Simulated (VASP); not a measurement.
Runs of VASP 6.6.1 on Bi2Te3. The structure is that of space group R3m (No. 160), or close to it. The cells are those of the table. 

```tsv
cell	gap on the mesh (eV)	pressure (GPa)	largest force (eV/Å)
a = 10.302 Å, angles 24.8°, 5 atoms	none	1.2	1.19
a = 10.503 Å, angles 24.8°, 5 atoms	none	-1.4	1.01
a = 10.094 Å, angles 24.8°, 5 atoms	none	(a)	1.41
a = 10.403 Å, angles 24.8°, 5 atoms	none	(b)	1.10
a = 10.199 Å, angles 24.8°, 5 atoms	none	2.8	1.30
```

Alike in all rows: task single point; level PBE; potentials or basis VASP PAW PBE potentials, release 64 (Bi_d, Te); no spin polarisation; k mesh 6 × 6 × 6; cutoff (eV) 520; smearing fermi-dirac 0.1 eV.

Fill in the values left out.

(a) 4.7; (b) -0.2.

Caveats: spin-orbit coupling is left out, which moves the levels of the heavy elements; forces of over 1 eV/Å act on the atoms, so gaps and moduli don't describe the material at rest; the cell stands under pressure (at least some runs).

A k mesh can miss the band edges, and the runs leave out spin-orbit coupling on Bi, Te.

A gap of «none» marks levels without a gap at the run's occupations.
